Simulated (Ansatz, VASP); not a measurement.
**Sc: VASP beside Ansatz**

Contents of INCAR:

```
PREC = Accurate ; ENCUT = 520
EDIFF = 1E-6 ; ISMEAR = -1
SIGMA = 0.08 ; LREAL = F
LASPH = T ; NELM = 80
ALGO = Normal ; ISIF = 2
LWAVE = F ; LCHARG = F
GGA = PS ; NBANDS = 12
```

File KPOINTS:

```
Automatic mesh
0
Gamma
  14 14 14
```

POSCAR

```
Sc
1.0
    0.0000000000      2.0225809072      2.0225809072
    2.0225809072      0.0000000000      2.0225809072
    2.0225809072      2.0225809072      0.0000000000
Sc
1
Direct
    0.0000000000      0.0000000000      0.0000000000
```

Input for Ansatz:

```yaml
crystal:
  lattice:
    - [0.0, 2.0225809072, 2.0225809072]
    - [2.0225809072, 0.0, 2.0225809072]
    - [2.0225809072, 2.0225809072, 0.0]
  atoms:
    - { symbol: Sc, position: [0.0, 0.0, 0.0] }
kpoints:
  mp_grid: { grid: [14, 14, 14] }
scf:
  occupations: { method: fermi_dirac, width: 0.08 }
hamiltonian:
  xc: pbesol
  pseudopotentials: { kind: all_electron, lapw: { basis_error: 0.001 } }
output:
  forces: true
  stress: true
  eigenvalues: true
  populations: true
```

Change from the starting cell: volume scaled by 0.7, LAPW.

Alike in both runs: task single point; functional PBEsol; k mesh 14 × 14 × 14; occupations fermi-dirac, width 0.08 eV; no spin polarisation.

|  | VASP | Ansatz |
| --- | --- | --- |
| version | VASP 6.6.1 | Ansatz 0.2.0 |
| potentials or method | VASP PAW PBE potentials, release 64 (Sc_sv), cutoff 520 eV | all-electron LAPW, scalar-relativistic |

Ansatz gave:

- pressure (GPa): 33.0

Question: What did VASP give for the same quantities?

Answer: Pressure (GPa): 33.2.

VASP's potentials were made for PBE, not for PBEsol. Both programs put the cell under a high pressure, so it lies far from rest at this level. Ansatz ran all-electron here, and VASP with PAW potentials.
